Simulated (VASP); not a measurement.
# BC7 (P-43m) in VASP: a series of runs

The runs below take BC7 through single point, relaxation of volume and atoms at fixed shape, with PBE.

Program: VASP 6.6.1. These are calculated values, not measurements. Logs are shortened: lines on timing, memory, paths and dates and some standing lists are left out, and cuts for length are marked.

## 1. The cell of the first run

It takes space group P-43m (No. 215, cubic). Conventional cell: a = 3.619 Å, b = 3.619 Å, c = 3.619 Å, α = 90.00°, β = 90.00°, γ = 90.00°. Within 2.1 Å of B (site symmetry -43m) lie 4 C at 1.60 Å. Within 2.1 Å of C (site symmetry -42m) lie 4 C at 1.56 Å. C (site symmetry 3m) has 3 C at 1.56 Å and 1 B at 1.60 Å within 2.1 Å.

## 2. Single point, PBE

File INCAR:

```
PREC     = Accurate       # precision mode
ENCUT    = 520            # plane-wave cutoff, eV
EDIFF    = 1E-7           # SCF threshold, eV
ISMEAR   = -1             # smearing method
SIGMA    = 0.05           # smearing width, eV
LREAL    = False          # projectors in reciprocal space
LASPH    = True           # aspherical terms in the spheres
NELM     = 100            # most SCF steps
ALGO     = Normal         # electronic algorithm
ISIF     = 2              # what is computed and relaxed
LWAVE    = False          # write WAVECAR
LCHARG   = False          # write CHGCAR
GGA      = PE             # functional
NBANDS   = 26             # bands
```

File KPOINTS:

```
regular mesh
0
Gamma
  7 7 7
```

File POSCAR:

```
BC7
1.0
    3.6190282653      0.0000000000      0.0000000000
    0.0000000000      3.6190282653      0.0000000000
    0.0000000000      0.0000000000      3.6190282653
B C
1 7
Direct
    0.0000000000      0.0000000000      0.0000000000
    0.0000000000      0.5000000000      0.5000000000
    0.5000000000      0.5000000000      0.0000000000
    0.5000000000      0.0000000000      0.5000000000
    0.7452206997      0.7452206997      0.2547793003
    0.7452206997      0.2547793003      0.7452206997
    0.2547793003      0.7452206997      0.7452206997
    0.2547793003      0.2547793003      0.2547793003
```

Potentials or basis: VASP PAW PBE potentials, release 64 (B, C).

Run with:

```bash
$ cat potpaw_PBE.64/B/POTCAR potpaw_PBE.64/C/POTCAR > POTCAR
$ mpirun -np 1 vasp_std > vasp.out
```

OUTCAR:

```text
PREC = Accurate
   ENCUT = 520
   EDIFF = 1E-7
   ISMEAR = -1
   LREAL = False
   LASPH = True
   NELM = 100
   ISIF = 2
   GGA = PE

 ion  position               nearest neighbor table
   1  0.000  0.000  0.000-   5 1.60   6 1.60   7 1.60   8 1.60
   2  0.000  0.500  0.500-   5 1.56   6 1.56   7 1.56   8 1.56
   3  0.500  0.500  0.000-   5 1.56   6 1.56   7 1.56   8 1.56
   4  0.500  0.000  0.500-   5 1.56   6 1.56   7 1.56   8 1.56
   5  0.745  0.745  0.255-   2 1.56   3 1.56   4 1.56   1 1.60
   6  0.745  0.255  0.745-   2 1.56   3 1.56   4 1.56   1 1.60
   7  0.255  0.745  0.745-   2 1.56   3 1.56   4 1.56   1 1.60
   8  0.255  0.255  0.255-   2 1.56   3 1.56   4 1.56   1 1.60

  LATTYP: Found a simple cubic cell.
 ALAT       =     3.6190282653

  Lattice vectors:

 A1 = (   3.6190282653,   0.0000000000,   0.0000000000)
 A2 = (   0.0000000000,   3.6190282653,   0.0000000000)
 A3 = (   0.0000000000,   0.0000000000,   3.6190282653)

Analysis of symmetry for initial positions (statically):
=====================================================================
 Subroutine PRICEL returns:
 Original cell was already a primitive cell.

 Routine SETGRP: Setting up the symmetry group for a
 simple cubic supercell.

 Subroutine GETGRP returns: Found 24 space group operations
 (whereof 24 operations were pure point group operations)
 out of a pool of 48 trial point group operations.

The static configuration has the point symmetry T_d .

Analysis of symmetry for dynamics (positions and initial velocities):
=====================================================================
 Subroutine PRICEL returns:
 Original cell was already a primitive cell.

 Routine SETGRP: Setting up the symmetry group for a
 simple cubic supercell.

 Subroutine GETGRP returns: Found 24 space group operations
 (whereof 24 operations were pure point group operations)
 out of a pool of 48 trial point group operations.

The dynamic configuration has the point symmetry T_d .

 Subroutine INISYM returns: Found 24 space group operations
 (whereof 24 operations are pure point group operations),
 and found     1 'primitive' translations

----------------------------------------------------------------------------------------

                                     Primitive cell

  volume of cell :      47.3997

  direct lattice vectors                    reciprocal lattice vectors
[... 98 lines left out ...]
   IBRION =     -1    ionic relax: 0-MD 1-quasi-New 2-CG
   NFREE  =      0    steps in history (QN), initial steepest desc. (CG)
   ISIF   =      2    stress and relaxation
   ISYM   =      2    0-nonsym 1-usesym 2-fastsym
   POTIM  = 0.5000    time-step for ionic-motion
   TEBEG  =    0.0;   TEEND  =   0.0 temperature during run
   PSTRESS=    0.0 pullay stress
   NELECT =      31.0000    total number of electrons
   NUPDOWN=      -1.0000    fix difference up-down
   EMIN   =  10.00;   EMAX   =-10.00  energy-range for DOS
   EFERMI =   0.00;   METHOD = LEGACY
   ISMEAR =    -1;   SIGMA  =   0.05  broadening in eV -4-tet -1-fermi 0-gaus
   EFERMI_NEDOS =   21; number of points for ismear=-14 and -15
   IALGO  =     38    algorithm
   IMIX   =      4    mixing-type and parameters
     AMIX     =   0.40;   BMIX     =  1.00
     AMIX_MAG =   1.60;   BMIX_MAG =  1.00
  volume/ion in A,a.u.               =       5.92        39.98
  Fermi-wavevector in a.u.,A,eV,Ry     =   1.421031  2.685358 27.474624  2.019328
  Thomas-Fermi vector in A             =   2.541883
   LORBIT       =      0    0 simple, 1 ext, 2 COOP (PROOUT), +10 PAW based schemes
   GGA     = PE    functional components
   LHFCALC =     F    Hartree Fock is set to
   AEXX    =    0.0000 exact exchange contribution
   IVDW    =     0    specifies the selected vdW correction
   LEPSILON=     F    determine dielectric tensor
   LRPA    =     F    only Hartree local field effects (RPA)
 non-spin polarized calculation
  energy-cutoff  :      520.00
  volume of cell :       47.40
 maximum number of plane-waves:      1309
 NGX is ok and might be reduce to    28
   NGX = 13   NGY = 13   NGZ = 13

 number of electron      30.9999998 magnetization

 Free energy of the ion-electron system (eV)
  ---------------------------------------------------
  ext. energy  EPLUGINS =         0.00000000
  ---------------------------------------------------
  free energy    TOTEN  =       -69.20121978 eV

  energy without entropy =      -69.18878155  energy(sigma->0) =      -69.19500066

 E-fermi :   7.7834     XC(G=0): -12.9855

 val. band max:        7.7421633194   @ k =   0.2857   0.2857   0.2857
 cond. band min:       7.8526505669   @ k =   0.1429   0.1429   0.0000
 fundamental gap:      0.1104872475
 Fermi energy:         7.7834265066

 k-point     1 :       0.0000    0.0000    0.0000
  band No.  band energies     occupation
      1     -11.7259      2.00000
      2      -3.8330      2.00000
      3      -3.8330      2.00000
      4      -3.4303      2.00000
      5      -3.4303      2.00000
      6      -3.4303      2.00000
[... 569 lines left out ...]
     25      18.3290      0.00000
     26      18.7395      0.00000

------------------------ aborting loop because EDIFF is reached ----------------------------------------

  FORCE on cell =-STRESS in cart. coord.  units (eV):
  Direction    XX          YY          ZZ          XY          YZ          ZX
  --------------------------------------------------------------------------------------
  -------------------------------------------------------------------------------------
  Total        0.1508465      0.1508465      0.1508465     -0.0000000     -0.0000000     -0.0000000
  in kB        5.0988217      5.0988217      5.0988217     -0.0000000     -0.0000000     -0.0000000
  external PRESSURE =       5.0988217 kB  Pullay stress =       0.0000000 kB

 VOLUME and BASIS-vectors are now :
 -----------------------------------------------------------------------------
  energy-cutoff  :      520.00
  volume of cell :       47.40
      direct lattice vectors                 reciprocal lattice vectors
     3.619028265  0.000000000  0.000000000     0.276317267  0.000000000  0.000000000
     0.000000000  3.619028265  0.000000000     0.000000000  0.276317267  0.000000000
     0.000000000  0.000000000  3.619028265     0.000000000  0.000000000  0.276317267

 POSITION                                       TOTAL-FORCE (eV/Angst)
 -----------------------------------------------------------------------------------
      0.00000      0.00000      0.00000         0.000000      0.000000      0.000000
      0.00000      1.80951      1.80951         0.000000      0.000000      0.000000
      1.80951      1.80951      0.00000         0.000000      0.000000      0.000000
      1.80951      0.00000      1.80951         0.000000      0.000000      0.000000
      2.69697      2.69697      0.92205         0.004587      0.004587     -0.004587
      2.69697      0.92205      2.69697         0.004587     -0.004587      0.004587
      0.92205      2.69697      2.69697        -0.004587      0.004587      0.004587
      0.92205      0.92205      0.92205        -0.004587     -0.004587     -0.004587
 -----------------------------------------------------------------------------------
    total drift:                               -0.000000     -0.000000     -0.000000

  FREE ENERGIE OF THE ION-ELECTRON SYSTEM (eV)
  ---------------------------------------------------
  free  energy   TOTEN  =       -69.2012197753 eV

  energy  without entropy=      -69.1887815460  energy(sigma->0) =      -69.19500066
```

Wall time 24 s (1 thread of Intel Xeon 8259CL, shared host); peak memory 0.16 GiB.

What came out:

```
Free energy            : -69.2012 eV
Pressure               : 0.5 GPa
Largest force          : 0.008 eV/Å
Band gap on the k mesh : zero (an odd number of electrons rules out a gap without spin polarisation)
```

Forces on the atoms (eV/Å):
```
B    0.000  0.000  0.000
C    0.000  0.000  0.000
C    0.000  0.000  0.000
C    0.000  0.000  0.000
C    0.005  0.005 -0.005
C    0.005 -0.005  0.005
C   -0.005  0.005  0.005
C   -0.005 -0.005 -0.005
```

Levels at points of the mesh, in eV from the Fermi level:
```
           k point  band 13  band 14  band 15  band 16  band 17  band 18  band 19  band 20
(0.00, 0.00, 0.00)    -4.16     1.73     1.73     1.73     5.72     5.72     5.72     6.00
```

## 3. Relaxation of volume and atoms at fixed shape, PBE

File INCAR:

```
PREC = Accurate ; ENCUT = 600
EDIFF = 1E-6 ; ISMEAR = -1
SIGMA = 0.05 ; LREAL = F
LASPH = T ; NELM = 100
ALGO = Normal ; ISIF = 8
LWAVE = F ; LCHARG = F
GGA = PE ; IBRION = 2
NSW = 60 ; EDIFFG = -0.01
```

KPOINTS is that of step 2.

File POSCAR:

```
BC7
1.0
    3.6201530000      0.0000000000      0.0000000000
    0.0000000000      3.6201530000      0.0000000000
    0.0000000000      0.0000000000      3.6201530000
B C
1 7
Direct
    0.0000000000      0.0000000000      0.0000000000
    0.0000000000      0.5000000000      0.5000000000
    0.5000000000      0.5000000000      0.0000000000
    0.5000000000      0.0000000000      0.5000000000
    0.7452210000      0.7452210000      0.2547790000
    0.7452210000      0.2547790000      0.7452210000
    0.2547790000      0.7452210000      0.7452210000
    0.2547790000      0.2547790000      0.2547790000
```

Potentials or basis: VASP PAW PBE potentials, release 64 (B, C).

Run with:

```bash
$ cat potpaw_PBE.64/B/POTCAR potpaw_PBE.64/C/POTCAR > POTCAR
$ mpirun -np 1 vasp_std > vasp.out
```

OUTCAR:

```text
PREC = Accurate
   ENCUT = 600
   EDIFF = 1E-6
   ISMEAR = -1
   LREAL = F
   LASPH = T
   NELM = 100
   ISIF = 8
   GGA = PE
   IBRION = 2
   NSW = 60
   EDIFFG = -0.01

 ion  position               nearest neighbor table
   1  0.000  0.000  0.000-   5 1.60   6 1.60   7 1.60   8 1.60
   2  0.000  0.500  0.500-   5 1.56   6 1.56   7 1.56   8 1.56
   3  0.500  0.500  0.000-   5 1.56   6 1.56   7 1.56   8 1.56
   4  0.500  0.000  0.500-   5 1.56   6 1.56   7 1.56   8 1.56
   5  0.745  0.745  0.255-   2 1.56   3 1.56   4 1.56   1 1.60
   6  0.745  0.255  0.745-   2 1.56   3 1.56   4 1.56   1 1.60
   7  0.255  0.745  0.745-   2 1.56   3 1.56   4 1.56   1 1.60
   8  0.255  0.255  0.255-   2 1.56   3 1.56   4 1.56   1 1.60

  LATTYP: Found a simple cubic cell.
 ALAT       =     3.6201530000

  Lattice vectors:

[... 193 lines left out ...]
  -------------------------------------------------------------------------------------
  Total       -0.1138144     -0.1138144     -0.1138144      0.0000000      0.0000000      0.0000000
  in kB       -3.8435014     -3.8435014     -3.8435014      0.0000000      0.0000000      0.0000000
  external PRESSURE =      -3.8435014 kB  Pullay stress =       0.0000000 kB
[... 71 lines left out ...]
--------------------------------------- Ionic step        3  -------------------------------------------

 number of electron      30.9999999 magnetization

 Free energy of the ion-electron system (eV)
  ---------------------------------------------------
  ext. energy  EPLUGINS =         0.00000000
  ---------------------------------------------------
  free energy    TOTEN  =       -69.21743256 eV

  energy without entropy =      -69.20501003  energy(sigma->0) =      -69.21122129

 E-fermi :   7.7820     XC(G=0): -12.9857

 val. band max:        7.7406412568   @ k =   0.2857   0.2857   0.2857
 cond. band min:       7.8515294990   @ k =   0.1429   0.1429   0.0000
 fundamental gap:      0.1108882422
 Fermi energy:         7.7819874706

 k-point     1 :       0.0000    0.0000    0.0000
  band No.  band energies     occupation
      1     -11.7265      2.00000
      2      -3.8340      2.00000
      3      -3.8340      2.00000
      4      -3.4315      2.00000
      5      -3.4315      2.00000
      6      -3.4315      2.00000
[... 484 lines left out ...]
  FREE ENERGIE OF THE ION-ELECTRON SYSTEM (eV)
  ---------------------------------------------------
  free  energy   TOTEN  =       -69.2174325573 eV

  energy  without entropy=      -69.2050100286  energy(sigma->0) =      -69.21122129

 reached required accuracy - stopping structural energy minimisation
```

OSZICAR:

```text
N       E                     dE             d eps       ncg     rms          rms(c)
DAV:   1     0.112285843613E+03    0.11229E+03   -0.18176E+04   800   0.167E+03
DAV:   2    -0.659991993224E+02   -0.17829E+03   -0.17156E+03  1152   0.287E+02
DAV:   3    -0.715683680249E+02   -0.55692E+01   -0.55194E+01   964   0.524E+01
[... 17 lines left out ...]
       N       E                     dE             d eps       ncg     rms          rms(c)
DAV:   1    -0.692174574238E+02   -0.91994E-04   -0.15682E-03   896   0.329E-01    0.319E-02
DAV:   2    -0.692174396390E+02    0.17785E-04   -0.37160E-05   944   0.473E-02    0.185E-02
DAV:   3    -0.692174329466E+02    0.66924E-05   -0.18469E-05   928   0.269E-02    0.260E-03
DAV:   4    -0.692174325573E+02    0.38928E-06   -0.12477E-06   584   0.763E-03
   3 F= -.69217433E+02 E0= -.69211221E+02  d E =-.602999E-04
```

Wall time 40 s (1 thread of Intel Xeon 8259CL, shared host); peak memory 0.17 GiB.

Results:

| Property | Result |
| --- | --- |
| Free energy | -69.2174 eV |
| Relaxed volume | 5.92 Å³/atom |
| Relaxed cell | a = 3.619 Å, b = 3.619 Å, c = 3.619 Å, α = 90.00°, β = 90.00°, γ = 90.00° |
| Space group after relaxing (to 0.1 Å) | P-43m (No. 215) |
| Energy gained by relaxing | 0.0 meV/atom |
| Ionic steps | 3 |
| Pressure after relaxing | 0.0 GPa |
| Band gap on the k mesh | zero (an odd number of electrons rules out a gap without spin polarisation) |

Final structure:
```
B C
1.0
     3.61895    0.00000    0.00000
     0.00000    3.61895    0.00000
     0.00000    0.00000    3.61895
B C
1 7
Direct
  0.00000 0.00000 0.00000
  0.00000 0.50000 0.50000
  0.50000 0.50000 0.00000
  0.50000 0.00000 0.50000
  0.74525 0.74525 0.25475
  0.74525 0.25475 0.74525
  0.25475 0.74525 0.74525
  0.25475 0.25475 0.25475
```
